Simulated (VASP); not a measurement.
# MgS (zincblende type) (F-43m) in VASP: notebook

MgS (zincblende type) is run at these levels: PBE; tasks: electric field gradients.

Everything below comes from runs of VASP 6.6.1. Logs are shortened: lines on timing, memory, paths and dates and some standing lists are left out, and cuts for length are marked.

### 1 The cell of the first run

It takes space group F-43m (No. 216, cubic). The conventional cell has a = 5.697 Å, b = 5.697 Å, c = 5.697 Å, α = 90.00°, β = 90.00°, γ = 90.00°. Within 3.3 Å of Mg (site symmetry -43m) lie 4 S at 2.47 Å. Within 3.3 Å of S (site symmetry -43m) lie 4 Mg at 2.47 Å.

### 2 Electric field gradients, PBE

File INCAR:

```
PREC = Accurate
ENCUT = 520
EDIFF = 1E-8
ISMEAR = -1
SIGMA = 0.05
LREAL = False
LASPH = True
NELM = 100
ALGO = Normal
ISIF = 2
LWAVE = False
LCHARG = False
GGA = PE
LEFG = True
NBANDS = 11
```

File KPOINTS:

```
regular mesh
0
Gamma
  13 13 13
```

File POSCAR:

```
MgS
1.0
    0.0000000000      2.8483745724      2.8483745724
    2.8483745724      0.0000000000      2.8483745724
    2.8483745724      2.8483745724      0.0000000000
Mg S
1 1
Direct
    0.0000000000      0.0000000000      0.0000000000
    0.2500000000      0.2500000000      0.2500000000
```

Potentials or basis: VASP PAW PBE potentials, release 64 (Mg, S).

Launch:

```sh
> cat potpaw_PBE.64/Mg/POTCAR potpaw_PBE.64/S/POTCAR > POTCAR
> mpirun -np 1 vasp_std > vasp.out
```

OUTCAR:

```text
PREC = Accurate
   ENCUT = 520
   EDIFF = 1E-8
   ISMEAR = -1
   LREAL = False
   LASPH = True
   NELM = 100
   ISIF = 2
   GGA = PE

 ion  position               nearest neighbor table
   1  0.000  0.000  0.000-   2 2.47   2 2.47   2 2.47   2 2.47
   2  0.250  0.250  0.250-   1 2.47   1 2.47   1 2.47   1 2.47

  LATTYP: Found a face centered cubic cell.
 ALAT       =     5.6967491448

  Lattice vectors:

 A1 = (   0.0000000000,   2.8483745724,   2.8483745724)
 A2 = (   2.8483745724,   0.0000000000,   2.8483745724)
 A3 = (   2.8483745724,   2.8483745724,   0.0000000000)

Analysis of symmetry for initial positions (statically):
=====================================================================
 Subroutine PRICEL returns:
 Original cell was already a primitive cell.

 Routine SETGRP: Setting up the symmetry group for a
 face centered cubic supercell.

 Subroutine GETGRP returns: Found 24 space group operations
 (whereof 24 operations were pure point group operations)
 out of a pool of 48 trial point group operations.

The static configuration has the point symmetry T_d .

Analysis of symmetry for dynamics (positions and initial velocities):
=====================================================================
 Subroutine PRICEL returns:
 Original cell was already a primitive cell.

 Routine SETGRP: Setting up the symmetry group for a
 face centered cubic supercell.

 Subroutine GETGRP returns: Found 24 space group operations
 (whereof 24 operations were pure point group operations)
 out of a pool of 48 trial point group operations.

The dynamic configuration has the point symmetry T_d .

 Subroutine INISYM returns: Found 24 space group operations
 (whereof 24 operations are pure point group operations),
 and found     1 'primitive' translations

----------------------------------------------------------------------------------------

                                     Primitive cell

  volume of cell :      46.2191

  direct lattice vectors                    reciprocal lattice vectors
     0.000000000  2.848374572  2.848374572    -0.175538711  0.175538711  0.175538711
     2.848374572  0.000000000  2.848374572     0.175538711 -0.175538711  0.175538711
     2.848374572  2.848374572  0.000000000     0.175538711  0.175538711 -0.175538711

  length of vectors
     4.028209951  4.028209951  4.028209951     0.304041966  0.304041966  0.304041966

  position of ions in fractional coordinates (direct lattice)
     0.000000000  0.000000000  0.000000000
     0.250000000  0.250000000  0.250000000

  ion indices of the primitive-cell ions
   primitive index   ion index
                 1           1
                 2           2

----------------------------------------------------------------------------------------

 KPOINTS: regular mesh

Automatic generation of k-mesh.
 Grid dimensions read from file:
 generate k-points for:   13   13   13

 Generating k-lattice:

  Cartesian coordinates                     Fractional coordinates (reciprocal lattice)
    -0.013502978  0.013502978  0.013502978     0.076923077  0.000000000  0.000000000
     0.013502978 -0.013502978  0.013502978     0.000000000  0.076923077  0.000000000
     0.013502978  0.013502978 -0.013502978     0.000000000  0.000000000  0.076923077

  Length of vectors
     0.023387844  0.023387844  0.023387844

  Shift w.r.t. Gamma in fractional coordinates (k-lattice)
     0.000000000  0.000000000  0.000000000

 Subroutine IBZKPT returns following result:
 ===========================================

 Found     84 irreducible k-points:

 Following reciprocal coordinates:
            Coordinates               Weight
  0.000000  0.000000  0.000000      1.000000
  0.076923  0.000000  0.000000      8.000000
  0.153846  0.000000  0.000000      8.000000
  0.230769  0.000000  0.000000      8.000000
  0.307692  0.000000  0.000000      8.000000
  0.384615  0.000000  0.000000      8.000000
[... 16 lines left out ...]
  0.384615  0.153846  0.000000     24.000000
  0.461538  0.153846  0.000000     24.000000
 [... further k-points ...]
   k-points           NKPTS =     84   k-points in BZ     NKDIM =     84   number of bands    NBANDS=     11
   number of dos      NEDOS =    301   number of ions     NIONS =      2
   total plane-waves  NPLWV =  27000
   dimension x,y,z NGX =    30 NGY =   30 NGZ =   30
   dimension x,y,z NGXF=    60 NGYF=   60 NGZF=   60
   ions per type =               1   1
   NGX,Y,Z   is equivalent  to a cutoff of  12.38, 12.38, 12.38 a.u.
   NGXF,Y,Z  is equivalent  to a cutoff of  24.76, 24.76, 24.76 a.u.
 SYSTEM =  unknown system
   PREC   = accura    normal or accurate (medium, high low for compatibility)
   ISTART =      0    job   : 0-new  1-cont  2-samecut
   ICHARG =      2    charge: 1-file 2-atom 10-const
   ISPIN  =      1    spin polarized calculation?
   LNONCOLLINEAR =      F non collinear calculations
   LSORBIT =      F    spin-orbit coupling
   LASPH  =      T    aspherical Exc in radial PAW
   ENCUT  =  520.0 eV  38.22 Ry    6.18 a.u.   7.49  7.49  7.49*2*pi/ulx,y,z
   NELM   =    100;   NELMIN=  2; NELMDL= -5     # of ELM steps
   EDIFF  = 0.1E-07   stopping-criterion for ELM
   LREAL  =      F    real-space projection
   EDIFFG = 0.1E-06   stopping-criterion for IOM
   NSW    =      0    number of steps for IOM
   IBRION =     -1    ionic relax: 0-MD 1-quasi-New 2-CG
   NFREE  =      0    steps in history (QN), initial steepest desc. (CG)
   ISIF   =      2    stress and relaxation
   ISYM   =      2    0-nonsym 1-usesym 2-fastsym
   POTIM  = 0.5000    time-step for ionic-motion
   TEBEG  =    0.0;   TEEND  =   0.0 temperature during run
   PSTRESS=    0.0 pullay stress
   NELECT =       8.0000    total number of electrons
   NUPDOWN=      -1.0000    fix difference up-down
   EMIN   =  10.00;   EMAX   =-10.00  energy-range for DOS
   EFERMI =   0.00;   METHOD = LEGACY
   ISMEAR =    -1;   SIGMA  =   0.05  broadening in eV -4-tet -1-fermi 0-gaus
   EFERMI_NEDOS =   21; number of points for ismear=-14 and -15
   IALGO  =     38    algorithm
   IMIX   =      4    mixing-type and parameters
     AMIX     =   0.40;   BMIX     =  1.00
     AMIX_MAG =   1.60;   BMIX_MAG =  1.00
  volume/ion in A,a.u.               =      23.11       155.95
  Fermi-wavevector in a.u.,A,eV,Ry     =   0.912356  1.724103 11.325404  0.832394
  Thomas-Fermi vector in A             =   2.036742
   LORBIT       =      0    0 simple, 1 ext, 2 COOP (PROOUT), +10 PAW based schemes
   GGA     = PE    functional components
[... 5 lines left out ...]
 non-spin polarized calculation
  energy-cutoff  :      520.00
  volume of cell :       46.22
 maximum number of plane-waves:      1266
 NGX is ok and might be reduce to    30
   NGX = 15   NGY = 15   NGZ = 15

 number of electron       8.0000001 magnetization

 Free energy of the ion-electron system (eV)
  ---------------------------------------------------
  ext. energy  EPLUGINS =         0.00000000
  ---------------------------------------------------
  free energy    TOTEN  =        -8.47289067 eV

  energy without entropy =       -8.47289067  energy(sigma->0) =       -8.47289067

 E-fermi :   1.9882     XC(G=0):  -8.3193

 val. band max:        0.9492495626   @ k =   0.0000   0.0000   0.0000
 cond. band min:       4.3159442820   @ k =   0.0000   0.0000   0.0000
 fundamental gap:      3.3666947193
 Fermi energy:         1.9882250927

 k-point     1 :       0.0000    0.0000    0.0000
  band No.  band energies     occupation
      1     -10.2581      2.00000
      2       0.9492      2.00000
      3       0.9492      2.00000
      4       0.9492      2.00000
      5       4.3159      0.00000
      6       8.8514      0.00000
      7       8.8514      0.00000
      8       8.8514      0.00000
      9      11.7416      0.00000
     10      11.7416      0.00000
     11      14.5194      0.00000

 k-point     2 :       0.0769    0.0000    0.0000
  band No.  band energies     occupation
      1     -10.2255      2.00000
      2       0.6609      2.00000
      3       0.9286      2.00000
      4       0.9286      2.00000
      5       4.6036      0.00000
      6       8.7605      0.00000
      7       8.9269      0.00000
      8       8.9269      0.00000
      9      11.5172      0.00000
     10      11.5172      0.00000
     11      14.3491      0.00000
[... 295 lines left out ...]
 k-point    24 :       0.4615    0.1538    0.0000
  band No.  band energies     occupation
      1      -9.5977      2.00000
      2      -1.7933      2.00000
      3       0.1692      2.00000
      4       0.4426      2.00000
      5       6.5333      0.00000
      6       7.7732      0.00000
      7       9.3141      0.00000
      8       9.3664      0.00000
      9      12.3273      0.00000
     10      14.2235      0.00000
     11      14.5715      0.00000

 [... further k-points ...]
[... 5 lines left out ...]
  --------------------------------------------------------------------------------------
  -------------------------------------------------------------------------------------
  Total       -0.0373443     -0.0373443     -0.0373443      0.0000000      0.0000000      0.0000000
  in kB       -1.2945342     -1.2945342     -1.2945342      0.0000000      0.0000000      0.0000000
  external PRESSURE =      -1.2945342 kB  Pullay stress =       0.0000000 kB

 VOLUME and BASIS-vectors are now :
 -----------------------------------------------------------------------------
  energy-cutoff  :      520.00
  volume of cell :       46.22
      direct lattice vectors                 reciprocal lattice vectors
     0.000000000  2.848374572  2.848374572    -0.175538711  0.175538711  0.175538711
     2.848374572  0.000000000  2.848374572     0.175538711 -0.175538711  0.175538711
     2.848374572  2.848374572  0.000000000     0.175538711  0.175538711 -0.175538711

 POSITION                                       TOTAL-FORCE (eV/Angst)
 -----------------------------------------------------------------------------------
      0.00000      0.00000      0.00000        -0.000000     -0.000000      0.000000
      1.42419      1.42419      1.42419         0.000000      0.000000     -0.000000
 -----------------------------------------------------------------------------------
    total drift:                                0.000000      0.000000      0.000000

  FREE ENERGIE OF THE ION-ELECTRON SYSTEM (eV)
  ---------------------------------------------------
  free  energy   TOTEN  =        -8.4728906693 eV

  energy  without entropy=       -8.4728906693  energy(sigma->0) =       -8.47289067

 Electric field gradients (V/A^2)
---------------------------------------------------------------------
 ion       V_xx      V_yy      V_zz      V_xy      V_xz      V_yz
---------------------------------------------------------------------
   1      -0.000    -0.000    -0.000    -0.000    -0.000    -0.000
   2       0.000     0.000    -0.000    -0.000    -0.000    -0.000
---------------------------------------------------------------------

 Electric field gradients after diagonalization (V/A^2)
 (convention: |V_zz| > |V_xx| > |V_yy|)
----------------------------------------------------------------------
 ion       V_xx      V_yy      V_zz     asymmetry (V_yy - V_xx)/ V_zz
----------------------------------------------------------------------
   1       0.000     0.000    -0.000       0.000
   2       0.000     0.000    -0.001       0.000
----------------------------------------------------------------------

           NMR quadrupolar parameters

 Cq : quadrupolar parameter    Cq=e*Q*V_zz/h
 eta: asymmetry parameters     (V_yy - V_xx)/ V_zz
 Q  : nuclear electric quadrupole moment in mb (millibarn)
----------------------------------------------------------------------
 ion       Cq(MHz)       eta       Q (mb)
----------------------------------------------------------------------
   1      -0.000       0.000       1.000
   2      -0.000       0.000       1.000
----------------------------------------------------------------------
```

Run time: 38 s. Hardware: 1 thread of Intel Xeon Platinum 8259CL at 2.50GHz (Skylake/Cascade Lake), shared host; peak memory 0.19 GiB.

Results:

```yaml
Free_energy: -8.4729 eV
Pressure: -0.1 GPa
Band_gap_on_the_k_mesh: 3.37 eV, direct
```

Levels at points of the mesh, in eV from the valence-band top:
```tsv
k point	band 1	band 2	band 3	band 4	band 5	band 6	band 7	band 8	band 9
(0.00, 0.00, 0.00)	-11.21	0.00	0.00	0.00	3.37	7.90	7.90	7.90	10.79
```

Caveat: without QUAD_EFG the Cq values of the log hold for a quadrupole moment of 1 mb, not for the nuclei.

(Part 1 of 2 ends here.)
